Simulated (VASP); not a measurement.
# Li (a cell with a defect) in VASP: single point with PBE+D3(BJ)

Aim: the single point of Li (a cell with a defect) with PBE+D3(BJ).

Program: VASP 6.6.1. These are calculated values, not measurements. Logs are shortened: lines on timing, memory, paths and dates and some standing lists are left out, and cuts for length are marked.

## 1. The cell of the first run

The cell holds a defect, 17 atoms: a = 6.980 Å, b = 6.980 Å, c = 6.980 Å, α = 90.00°, β = 90.00°, γ = 90.00°.

## 2. Single point, PBE+D3(BJ)

Input file INCAR:

```
PREC = Accurate
ENCUT = 520
EDIFF = 1E-6
ISMEAR = 0
SIGMA = 0.15
LREAL = Auto
LASPH = T
NELM = 100
ALGO = Normal
ISIF = 2
LWAVE = F
LCHARG = F
GGA = PE
IVDW = 12
NBANDS = 40
```

Input file KPOINTS:

```
regular mesh
0
Gamma
  3 3 3
```

Input file POSCAR:

```
Li
1.0
    6.9800000000      0.0000000000      0.0000000000
    0.0000000000      6.9800000000      0.0000000000
    0.0000000000      0.0000000000      6.9800000000
Li
17
Direct
    0.0085057307      0.0226977077     -0.0087442693
    0.5071997135      0.0199472779      0.0007739255
    0.0524614613      0.4532863897     -0.0232416905
    0.0141343840      0.0006386819      0.5127813754
    0.2104628940      0.2953588825      0.2727538682
    0.4937532951      0.4856295129      0.0176855301
    0.4439914040      0.0457438395      0.3943219198
    0.7705882521      0.2674902579      0.2579534384
   -0.0028932665      0.5350383954      0.5256732092
    0.2303170487      0.7463803725      0.2275484241
    0.2849981375      0.2422414040      0.7229902579
    0.5026169054      0.5213386819      0.4948904011
    0.7661799427      0.7567593123      0.2519308023
    0.7478358166      0.2676613181      0.7328020057
    0.2670148997      0.7600361032      0.7566766476
    0.8041714900      0.6859830946      0.8621739255
    0.6463661891     -0.1095495702      0.6313219198
```

Potentials or basis: VASP PAW PBE potentials, release 64 (Li_sv).

On the command line:

```
$ cat potpaw_PBE.64/Li_sv/POTCAR > POTCAR
$ mpirun -np 1 vasp_std > vasp.out
```

OUTCAR:

```text
PREC = Accurate
   ENCUT = 520
   EDIFF = 1E-6
   ISMEAR = 0
   LREAL = Auto
   LASPH = T
   NELM = 100
   ISIF = 2
   GGA = PE
   IVDW = 12
 IVDW          = 12

 ion  position               nearest neighbor table
   1  0.009  0.023  0.991-
   2  0.507  0.020  0.001-
   3  0.052  0.453  0.977-  16 2.51   5 2.59
   4  0.014  0.001  0.513-
   5  0.210  0.295  0.273-   7 2.53   3 2.59
   6  0.494  0.486  0.018-
   7  0.444  0.046  0.394-  17 2.43   5 2.53
   8  0.771  0.267  0.258-
   9  0.997  0.535  0.526-
  10  0.230  0.746  0.228-
  11  0.285  0.242  0.723-
  12  0.503  0.521  0.495-
  13  0.766  0.757  0.252-
  14  0.748  0.268  0.733-
  15  0.267  0.760  0.757-
  16  0.804  0.686  0.862-  17 2.42   3 2.51
  17  0.646  0.890  0.631-  16 2.42   7 2.43

  LATTYP: Found a simple cubic cell.
 ALAT       =     6.9800000000

  Lattice vectors:

 A1 = (   6.9800000000,   0.0000000000,   0.0000000000)
 A2 = (   0.0000000000,   6.9800000000,   0.0000000000)
 A3 = (   0.0000000000,   0.0000000000,   6.9800000000)

Analysis of symmetry for initial positions (statically):
=====================================================================
 Subroutine PRICEL returns:
 Original cell was already a primitive cell.

 Routine SETGRP: Setting up the symmetry group for a
 simple cubic supercell.

 Subroutine GETGRP returns: Found  1 space group operations
 (whereof  1 operations were pure point group operations)
 out of a pool of 48 trial point group operations.

The static configuration has the point symmetry C_1 .

Analysis of symmetry for dynamics (positions and initial velocities):
=====================================================================
 Subroutine PRICEL returns:
 Original cell was already a primitive cell.

 Routine SETGRP: Setting up the symmetry group for a
 simple cubic supercell.

 Subroutine GETGRP returns: Found  1 space group operations
 (whereof  1 operations were pure point group operations)
 out of a pool of 48 trial point group operations.

The dynamic configuration has the point symmetry C_1 .

 Subroutine INISYM returns: Found  1 space group operations
 (whereof  1 operations are pure point group operations),
 and found     1 'primitive' translations

[... 112 lines left out ...]
   NELM   =    100;   NELMIN=  2; NELMDL= -5     # of ELM steps
   EDIFF  = 0.1E-05   stopping-criterion for ELM
   LREAL  =      T    real-space projection
   EDIFFG = 0.1E-04   stopping-criterion for IOM
   NSW    =      0    number of steps for IOM
   IBRION =     -1    ionic relax: 0-MD 1-quasi-New 2-CG
   NFREE  =      0    steps in history (QN), initial steepest desc. (CG)
   ISIF   =      2    stress and relaxation
   ISYM   =      2    0-nonsym 1-usesym 2-fastsym
   POTIM  = 0.5000    time-step for ionic-motion
   TEBEG  =    0.0;   TEEND  =   0.0 temperature during run
   PSTRESS=    0.0 pullay stress
   NELECT =      51.0000    total number of electrons
   NUPDOWN=      -1.0000    fix difference up-down
   EMIN   =  10.00;   EMAX   =-10.00  energy-range for DOS
   EFERMI =   0.00;   METHOD = LEGACY
   ISMEAR =     0;   SIGMA  =   0.15  broadening in eV -4-tet -1-fermi 0-gaus
   EFERMI_NEDOS =   21; number of points for ismear=-14 and -15
   IALGO  =     38    algorithm
   IMIX   =      4    mixing-type and parameters
     AMIX     =   0.40;   BMIX     =  1.00
     AMIX_MAG =   1.60;   BMIX_MAG =  1.00
  volume/ion in A,a.u.               =      20.00       134.99
  Fermi-wavevector in a.u.,A,eV,Ry     =   0.869780  1.643646 10.293044  0.756517
  Thomas-Fermi vector in A             =   1.988651
   LORBIT       =      0    0 simple, 1 ext, 2 COOP (PROOUT), +10 PAW based schemes
   GGA     = PE    functional components
   LHFCALC =     F    Hartree Fock is set to
   AEXX    =    0.0000 exact exchange contribution
   IVDW    =    12    specifies the selected vdW correction
   LEPSILON=     F    determine dielectric tensor
   LRPA    =     F    only Hartree local field effects (RPA)
 non-spin polarized calculation
 Gauss-broadening in eV      SIGMA  =   0.15
  energy-cutoff  :      520.00
  volume of cell :      340.07
 maximum number of plane-waves:      9180
 NGX is ok and might be reduce to    54
   NGX = 25   NGY = 25   NGZ = 25

 number of electron      50.9999990 magnetization

 Free energy of the ion-electron system (eV)
  ---------------------------------------------------
  ext. energy  EPLUGINS =         0.00000000
  ---------------------------------------------------
  free energy    TOTEN  =       -31.79311372 eV

  energy without entropy =      -31.71656681  energy(sigma->0) =      -31.75484026

 E-fermi :   0.5955     XC(G=0):  -7.0716

 val. band max:        0.5926233365   @ k =   0.3333   0.3333   0.0000
 cond. band min:       0.6358258973   @ k =   0.0000   0.0000   0.0000
 fundamental gap:      0.0432025607
 Fermi energy:         0.5954583679

 k-point     1 :       0.0000    0.0000    0.0000
  band No.  band energies     occupation
      1     -46.0038      2.00000
      2     -45.9711      2.00000
      3     -45.9505      2.00000
      4     -45.9246      2.00000
      5     -45.9145      2.00000
      6     -45.9097      2.00000
[... 549 lines left out ...]
     36       3.8245      0.00000
     37       3.9658      0.00000
 [bands above 37 left out]

------------------------ aborting loop because EDIFF is reached ----------------------------------------

 Edisp (eV)   -2.91909

 E8    (eV) :    -1.2179

  FORCE on cell =-STRESS in cart. coord.  units (eV):
  Direction    XX          YY          ZZ          XY          YZ          ZX
  --------------------------------------------------------------------------------------
  -------------------------------------------------------------------------------------
  Total      -2.74575    -2.72768    -1.97660    -0.40372    -0.55614     0.55064
  in kB     -12.93616   -12.85103    -9.31243    -1.90206    -2.62018     2.59425
  external pressure =      -11.70 kB  Pullay stress =        0.00 kB

 VOLUME and BASIS-vectors are now :
 -----------------------------------------------------------------------------
  energy-cutoff  :      520.00
  volume of cell :      340.07
      direct lattice vectors                 reciprocal lattice vectors
     6.980000000  0.000000000  0.000000000     0.143266476  0.000000000  0.000000000
     0.000000000  6.980000000  0.000000000     0.000000000  0.143266476  0.000000000
     0.000000000  0.000000000  6.980000000     0.000000000  0.000000000  0.143266476

 POSITION                                       TOTAL-FORCE (eV/Angst)
 -----------------------------------------------------------------------------------
      0.05937      0.15843      6.91897        -0.001530     -0.004519      0.000085
      3.54025      0.13923      0.00540        -0.001884      0.001023      0.005970
      0.36618      3.16394      6.81777        -0.000838     -0.001414      0.002662
      0.09866      0.00446      3.57921         0.006822      0.003450     -0.003140
      1.46903      2.06160      1.90382        -0.000501     -0.001180      0.003521
      3.44640      3.38969      0.12345        -0.002657      0.000445     -0.000466
[... 9 lines left out ...]
      5.61312      4.78816      6.01797         0.004331      0.001255      0.003876
      4.51164      6.21534      4.40663        -0.003544     -0.009597     -0.001299
 -----------------------------------------------------------------------------------
    total drift:                               -0.000611     -0.007704      0.005563

  FREE ENERGIE OF THE ION-ELECTRON SYSTEM (eV)
  ---------------------------------------------------
  free  energy   TOTEN  =       -34.7122070533 eV

  energy  without entropy=      -34.6356601466  energy(sigma->0) =      -34.67393360
```

OSZICAR:

```text
N       E                     dE             d eps       ncg     rms          rms(c)
DAV:   1     0.294524841397E+03    0.29452E+03   -0.22044E+04  1136   0.126E+03
DAV:   2     0.477746948069E+02   -0.24675E+03   -0.23208E+03  1136   0.340E+02
DAV:   3    -0.152054903587E+02   -0.62980E+02   -0.61243E+02  2104   0.842E+01
DAV:   4    -0.289482040895E+02   -0.13743E+02   -0.13583E+02  1912   0.652E+01
DAV:   5    -0.318348255783E+02   -0.28866E+01   -0.28857E+01  2112   0.190E+01    0.141E+00
DAV:   6    -0.318085943249E+02    0.26231E-01   -0.60699E-01  1712   0.445E+00    0.738E-01
DAV:   7    -0.317916477663E+02    0.16947E-01   -0.10386E-01  1864   0.127E+00    0.170E-01
DAV:   8    -0.317930574246E+02   -0.14097E-02   -0.21978E-02  1792   0.587E-01    0.132E-01
DAV:   9    -0.317931149306E+02   -0.57506E-04   -0.15657E-03  1800   0.170E-01    0.815E-02
DAV:  10    -0.317931152949E+02   -0.36422E-06   -0.25699E-04  1784   0.948E-02    0.137E-02
DAV:  11    -0.317931182100E+02   -0.29151E-05   -0.11061E-04  1736   0.604E-02    0.819E-03
DAV:  12    -0.317931187719E+02   -0.56191E-06   -0.14315E-05  1800   0.178E-02    0.745E-03
DAV:  13    -0.317931153459E+02    0.34260E-05   -0.51332E-07   920   0.895E-03    0.360E-03
DAV:  14    -0.317931129772E+02    0.23687E-05   -0.25560E-07   920   0.823E-03    0.234E-03
DAV:  15    -0.317931137154E+02   -0.73822E-06   -0.22223E-06  1144   0.625E-03
   1 F= -.34712207E+02 E0= -.34673934E+02  d E =-.765469E-01
```

It took 4.8 min on 1 thread of Intel Xeon 6975P-C (Granite Rapids), shared host; peak memory 0.4 GiB.

Results:

```yaml
Free_energy: -34.7122 eV
Largest_force: 0.010 eV/Å
Band_gap_on_the_k_mesh: zero (an odd number of electrons rules out a gap without spin polarisation)
Dispersion_energy_per_atom: -0.172 eV
```

Forces in eV/Å, atoms in the order of the input:
```
Li  -0.002 -0.005  0.000
Li  -0.002  0.001  0.006
Li  -0.001 -0.001  0.003
Li   0.007  0.003 -0.003
Li  -0.001 -0.001  0.004
Li  -0.003  0.000  0.000
Li  -0.003  0.003 -0.003
Li  -0.002  0.002  0.002
Li  -0.002  0.001 -0.001
Li   0.000 -0.006 -0.002
Li   0.002  0.001  0.001
Li   0.003  0.006  0.003
Li   0.000  0.000 -0.006
Li  -0.001  0.003  0.002
Li   0.004  0.000 -0.007
Li   0.004  0.001  0.004
Li  -0.004 -0.010 -0.001
```

Caveat: the cutoff is under 1.25 times the usual one of these potentials, so pressure, stress and relaxed cells hold a basis-set (Pulay) error.
